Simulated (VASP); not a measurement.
# Ni (P6_3/mmc) in VASP: notebook, part 2 of 2

VASP 6.6.1. Earlier steps stand in the parts before.

## 4. Single point, revPBE (volume scaled by 1.04)

INCAR

```
PREC = Accurate
ENCUT = 520
EDIFF = 1E-6
ISMEAR = -1
SIGMA = 0.1
LREAL = F
LASPH = T
NELM = 60
ALGO = Normal
ISIF = 2
LWAVE = F
LCHARG = F
GGA = RE
NBANDS = 17
```

KPOINTS

```
regular mesh
0
Gamma
  16 16 9
```

POSCAR

```
Ni
1.0
    2.5327074259      0.0000000000      0.0000000000
   -1.2663537130      2.1933889712      0.0000000000
    0.0000000000      0.0000000000      4.1636506424
Ni
2
Direct
    0.3333333333      0.6666666667      0.2500000000
    0.6666666667      0.3333333333      0.7500000000
```

Potentials or basis: VASP PAW PBE potentials, release 64 (Ni).

Command:

```console
cat potpaw_PBE.64/Ni/POTCAR > POTCAR
mpirun -np 1 vasp_std > vasp.out
```

OUTCAR:

```text
PREC = Accurate
   ENCUT = 520
   EDIFF = 1E-6
   ISMEAR = -1
   LREAL = F
   LASPH = T
   NELM = 60
   ISIF = 2
   GGA = RE

 ion  position               nearest neighbor table
   1  0.333  0.667  0.250-   2 2.54   2 2.54   2 2.54   2 2.54   2 2.54   2 2.54
   2  0.667  0.333  0.750-   1 2.54   1 2.54   1 2.54   1 2.54   1 2.54   1 2.54

  LATTYP: Found a hexagonal cell.
 ALAT       =     2.5327074259
 C/A-ratio  =     1.6439524755

  Lattice vectors:

 A1 = (   2.5327074259,   0.0000000000,   0.0000000000)
 A2 = (  -1.2663537130,   2.1933889712,   0.0000000000)
 A3 = (   0.0000000000,   0.0000000000,   4.1636506424)

Analysis of symmetry for initial positions (statically):
=====================================================================
 Subroutine PRICEL returns:
 Original cell was already a primitive cell.

 Routine SETGRP: Setting up the symmetry group for a
 hexagonal supercell.

 Subroutine GETGRP returns: Found 24 space group operations
 (whereof 12 operations were pure point group operations)
 out of a pool of 24 trial point group operations.

The static configuration has the point symmetry D_3d.
 The point group associated with its full space group is D_6h.

Analysis of symmetry for dynamics (positions and initial velocities):
=====================================================================
 Subroutine PRICEL returns:
 Original cell was already a primitive cell.

 Routine SETGRP: Setting up the symmetry group for a
 hexagonal supercell.

 Subroutine GETGRP returns: Found 24 space group operations
 (whereof 12 operations were pure point group operations)
 out of a pool of 24 trial point group operations.

The dynamic configuration has the point symmetry D_3d.
 The point group associated with its full space group is D_6h.

 Subroutine INISYM returns: Found 24 space group operations
 (whereof 12 operations are pure point group operations),
 and found     1 'primitive' translations

----------------------------------------------------------------------------------------

                                     Primitive cell

  volume of cell :      23.1300

  direct lattice vectors                    reciprocal lattice vectors
     2.532707426  0.000000000  0.000000000     0.394834393  0.227957743  0.000000000
    -1.266353713  2.193388971  0.000000000     0.000000000  0.455915487  0.000000000
     0.000000000  0.000000000  4.163650642     0.000000000  0.000000000  0.240173849

  length of vectors
     2.532707426  2.532707426  4.163650642     0.455915487  0.455915487  0.240173849

  position of ions in fractional coordinates (direct lattice)
     0.333333333  0.666666667  0.250000000
     0.666666667  0.333333333  0.750000000

  ion indices of the primitive-cell ions
   primitive index   ion index
                 1           1
                 2           2

----------------------------------------------------------------------------------------

 KPOINTS: regular mesh

Automatic generation of k-mesh.
 Grid dimensions read from file:
 generate k-points for:   16   16    9

 Generating k-lattice:

  Cartesian coordinates                     Fractional coordinates (reciprocal lattice)
     0.024677150  0.014247359  0.000000000     0.062500000  0.000000000  0.000000000
     0.000000000  0.028494718  0.000000000     0.000000000  0.062500000  0.000000000
     0.000000000  0.000000000  0.026685983     0.000000000  0.000000000  0.111111111

  Length of vectors
     0.028494718  0.028494718  0.026685983

  Shift w.r.t. Gamma in fractional coordinates (k-lattice)
     0.000000000  0.000000000  0.000000000

 Subroutine IBZKPT returns following result:
 ===========================================

 Found    150 irreducible k-points:

 Following reciprocal coordinates:
            Coordinates               Weight
  0.000000  0.000000  0.000000      1.000000
  0.062500  0.000000  0.000000      6.000000
  0.125000  0.000000  0.000000      6.000000
  0.187500  0.000000  0.000000      6.000000
  0.250000  0.000000  0.000000      6.000000
  0.312500  0.000000  0.000000      6.000000
[... 16 lines left out ...]
  0.187500  0.187500  0.000000      6.000000
  0.250000  0.187500  0.000000     12.000000
 [... further k-points ...]
   k-points           NKPTS =    150   k-points in BZ     NKDIM =    150   number of bands    NBANDS=     17
   number of dos      NEDOS =    301   number of ions     NIONS =      2
   total plane-waves  NPLWV =  12800
   dimension x,y,z NGX =    20 NGY =   20 NGZ =   32
   dimension x,y,z NGXF=    40 NGYF=   40 NGZF=   64
   ions per type =               2
   NGX,Y,Z   is equivalent  to a cutoff of  13.13, 13.13, 12.78 a.u.
   NGXF,Y,Z  is equivalent  to a cutoff of  26.26, 26.26, 25.55 a.u.
 SYSTEM =  unknown system
   PREC   = accura    normal or accurate (medium, high low for compatibility)
   ISTART =      0    job   : 0-new  1-cont  2-samecut
   ICHARG =      2    charge: 1-file 2-atom 10-const
   ISPIN  =      1    spin polarized calculation?
   LNONCOLLINEAR =      F non collinear calculations
   LSORBIT =      F    spin-orbit coupling
   LASPH  =      T    aspherical Exc in radial PAW
   ENCUT  =  520.0 eV  38.22 Ry    6.18 a.u.   4.71  4.71  7.74*2*pi/ulx,y,z
   NELM   =     60;   NELMIN=  2; NELMDL= -5     # of ELM steps
   EDIFF  = 0.1E-05   stopping-criterion for ELM
   LREAL  =      F    real-space projection
   EDIFFG = 0.1E-04   stopping-criterion for IOM
   NSW    =      0    number of steps for IOM
   IBRION =     -1    ionic relax: 0-MD 1-quasi-New 2-CG
   NFREE  =      0    steps in history (QN), initial steepest desc. (CG)
   ISIF   =      2    stress and relaxation
   ISYM   =      2    0-nonsym 1-usesym 2-fastsym
   POTIM  = 0.5000    time-step for ionic-motion
   TEBEG  =    0.0;   TEEND  =   0.0 temperature during run
   PSTRESS=    0.0 pullay stress
   NELECT =      20.0000    total number of electrons
   NUPDOWN=      -1.0000    fix difference up-down
   EMIN   =  10.00;   EMAX   =-10.00  energy-range for DOS
   EFERMI =   0.00;   METHOD = LEGACY
   ISMEAR =    -1;   SIGMA  =   0.10  broadening in eV -4-tet -1-fermi 0-gaus
   EFERMI_NEDOS =   21; number of points for ismear=-14 and -15
   IALGO  =     38    algorithm
   IMIX   =      4    mixing-type and parameters
     AMIX     =   0.40;   BMIX     =  1.00
     AMIX_MAG =   1.60;   BMIX_MAG =  1.00
  volume/ion in A,a.u.               =      11.56        78.04
  Fermi-wavevector in a.u.,A,eV,Ry     =   1.559648  2.947307 33.096185  2.432501
  Thomas-Fermi vector in A             =   2.662975
   LORBIT       =      0    0 simple, 1 ext, 2 COOP (PROOUT), +10 PAW based schemes
   GGA     = RE    functional components
   LHFCALC =     F    Hartree Fock is set to
   AEXX    =    0.0000 exact exchange contribution
   IVDW    =     0    specifies the selected vdW correction
   LEPSILON=     F    determine dielectric tensor
   LRPA    =     F    only Hartree local field effects (RPA)
 non-spin polarized calculation
  energy-cutoff  :      520.00
  volume of cell :       23.13
 maximum number of plane-waves:       640
 NGX is ok and might be reduce to    20
   NGX =  9   NGY =  9   NGZ = 15

 number of electron      20.0000009 magnetization

 Free energy of the ion-electron system (eV)
  ---------------------------------------------------
  ext. energy  EPLUGINS =         0.00000000
  ---------------------------------------------------
  free energy    TOTEN  =       -10.04875992 eV

  energy without entropy =       -9.85024644  energy(sigma->0) =       -9.94950318

 E-fermi :   8.4967     XC(G=0): -12.8039

 val. band max:        8.4954970796   @ k =   0.5000   0.0000   0.3333
 cond. band min:       8.4970530764   @ k =   0.4375   0.0000   0.3333
 fundamental gap:      0.0015559968
 Fermi energy:         8.4967378023

 k-point     1 :       0.0000    0.0000    0.0000
  band No.  band energies     occupation
      1       0.0411      2.00000
      2       4.3746      2.00000
      3       6.7591      2.00000
      4       6.8386      2.00000
      5       6.8386      2.00000
      6       7.0859      2.00000
[... 9 lines left out ...]
     16      32.2190      0.00000
     17      33.2857      0.00000

 k-point     2 :       0.0625    0.0000    0.0000
  band No.  band energies     occupation
      1       0.1717      2.00000
      2       4.4569      2.00000
      3       6.6692      2.00000
      4       6.8933      2.00000
      5       6.9126      2.00000
      6       7.0569      2.00000
[... 9 lines left out ...]
     16      30.9209      0.00000
     17      33.3756      0.00000
[... 421 lines left out ...]
 k-point    24 :       0.2500    0.1875    0.0000
  band No.  band energies     occupation
      1       4.0578      2.00000
      2       5.4682      2.00000
      3       5.5445      2.00000
      4       5.8157      2.00000
      5       6.6154      2.00000
      6       6.9624      2.00000
[... 9 lines left out ...]
     16      25.1335      0.00000
     17      26.1587      0.00000

 [... further k-points ...]
[... 5 lines left out ...]
  --------------------------------------------------------------------------------------
  -------------------------------------------------------------------------------------
  Total       -0.8930208     -0.8930208     -0.9132213      0.0000000      0.0000000      0.0000000
  in kB      -61.8581852    -61.8581852    -63.2574448      0.0000000      0.0000000      0.0000000
  external PRESSURE =     -62.3246051 kB  Pullay stress =       0.0000000 kB

 VOLUME and BASIS-vectors are now :
 -----------------------------------------------------------------------------
  energy-cutoff  :      520.00
  volume of cell :       23.13
      direct lattice vectors                 reciprocal lattice vectors
     2.532707426  0.000000000  0.000000000     0.394834393  0.227957743  0.000000000
    -1.266353713  2.193388971  0.000000000     0.000000000  0.455915487  0.000000000
     0.000000000  0.000000000  4.163650642     0.000000000  0.000000000  0.240173849

 POSITION                                       TOTAL-FORCE (eV/Angst)
 -----------------------------------------------------------------------------------
     -0.00000      1.46226      1.04091         0.000000      0.000000      0.000000
      1.26635      0.73113      3.12274        -0.000000     -0.000000      0.000000
 -----------------------------------------------------------------------------------
    total drift:                               -0.000000      0.000000     -0.000000

  FREE ENERGIE OF THE ION-ELECTRON SYSTEM (eV)
  ---------------------------------------------------
  free  energy   TOTEN  =       -10.0487599205 eV

  energy  without entropy=       -9.8502464427  energy(sigma->0) =       -9.94950318
```

stdout:

```text
POSCAR found type information on POSCAR Ni
 POSCAR found :  1 types and       2 ions
 scaLAPACK will be used
 -----------------------------------------------------------------------------
|                                                                             |
|                                                                             |
|     You enforced a specific xc type in the INCAR file but a different       |
|     I HOPE YOU KNOW WHAT YOU ARE DOING!                                     |
|                                                                             |
 -----------------------------------------------------------------------------

 LDA part: xc-table for (Slater+PW92), standard interpolation
 POSCAR, INCAR and KPOINTS ok, starting setup
 FFT: planning ... GRIDC
 FFT: planning ... GRID_SOFT
 FFT: planning ... GRID
 WAVECAR not read
 entering main loop
```

Run time: 38 s. Hardware: 1 thread of AMD EPYC 9R45 (Zen 5), shared host; peak memory 0.13 GiB.

Results:

| Property | Result |
| --- | --- |
| Free energy | -10.0488 eV |
| Pressure | -6.2 GPa |
| Band gap on the k mesh | zero (band 10 reaches 8.57 eV, above the bottom of band 11 at 8.12 eV) |

Levels at points of the mesh, in eV from the Fermi level:
| k point | band 8 | band 9 | band 10 | band 11 | band 12 | band 13 |
| --- | --- | --- | --- | --- | --- | --- |
| (0.00, 0.00, 0.00) | -1.03 | -1.03 | -0.16 | -0.16 | -0.13 | 5.54 |
| (0.50, 0.00, 0.00) | -0.05 | 0.00 | 0.07 | 1.48 | 3.19 | 9.15 |

Caveat: the PAW data sets were made with another functional, which shifts forces and pressure a little; the run has no spin polarisation, though such a crystal can be magnetic. Spin polarisation is off, so any magnetic state and its effect on volume and gap are missing.

## 5. Single point, revPBE (volume scaled by 1.08)

INCAR

```
PREC = Accurate ; ENCUT = 520
EDIFF = 1E-6 ; ISMEAR = -1
SIGMA = 0.1 ; LREAL = F
LASPH = T ; NELM = 80
ALGO = Normal ; ISIF = 2
LWAVE = F ; LCHARG = F
GGA = RE ; NBANDS = 17
```

KPOINTS is that of step 4.

POSCAR

```
Ni
1.0
    2.5647704174      0.0000000000      0.0000000000
   -1.2823852087      2.2211563363      0.0000000000
    0.0000000000      0.0000000000      4.2163606765
Ni
2
Direct
    0.3333333333      0.6666666667      0.2500000000
    0.6666666667      0.3333333333      0.7500000000
```

Command:

```console
cat potpaw_PBE.64/Ni/POTCAR > POTCAR
mpirun -np 1 vasp_std > vasp.out
```

It took 40 s on 1 thread of AMD EPYC 9R45 (Zen 5), shared host; peak memory 0.14 GiB.

It converged, with:

| Quantity | Value |
| --- | --- |
| Free energy | -9.9991 eV |
| Pressure | -11.3 GPa |
| Band gap on the k mesh | zero (band 10 reaches 8.07 eV, above the bottom of band 11 at 7.65 eV) |

Stress tensor (GPa, compression positive):
```
-11.29   0.00   0.00
  0.00 -11.29   0.00
  0.00   0.00 -11.44
```

Levels at points of the mesh, in eV from the Fermi level:
| k point | band 8 | band 9 | band 10 | band 11 | band 12 | band 13 |
| --- | --- | --- | --- | --- | --- | --- |
| (0.00, 0.00, 0.00) | -0.98 | -0.98 | -0.16 | -0.16 | -0.06 | 5.30 |
| (0.50, 0.00, 0.00) | -0.05 | -0.01 | 0.06 | 1.44 | 3.07 | 8.93 |

Caveat: the PAW data sets were made with another functional, which shifts forces and pressure a little; the run has no spin polarisation, though such a crystal can be magnetic. Spin polarisation is off, so any magnetic state and its effect on volume and gap are missing.

## 6. The runs side by side

| cell | gap on the mesh (eV) | pressure (GPa) |
| --- | --- | --- |
| a = 2.466, b = 2.466, c = 4.054 Å, angles 90.0, 90.0, 120.0°, 2 atoms | none | 8.5 |
| a = 2.500, b = 2.500, c = 4.110 Å, angles 90.0, 90.0, 120.0°, 2 atoms | none | 0.3 |
| a = 2.533, b = 2.533, c = 4.164 Å, angles 90.0, 90.0, 120.0°, 2 atoms | none | -6.2 |
| a = 2.565, b = 2.565, c = 4.216 Å, angles 90.0, 90.0, 120.0°, 2 atoms | none | -11.3 |

Alike in all rows: task single point; level revPBE; potentials or basis VASP PAW PBE potentials, release 64 (Ni); no spin polarisation; k mesh 16 × 16 × 9; cutoff (eV) 520; smearing fermi-dirac 0.1 eV.

Caveats: the PAW data sets were made with another functional, which shifts forces and pressure a little; the run has no spin polarisation, though such a crystal can be magnetic.

Total energies depend on the potentials used, so only differences within one code and one set of settings carry meaning.
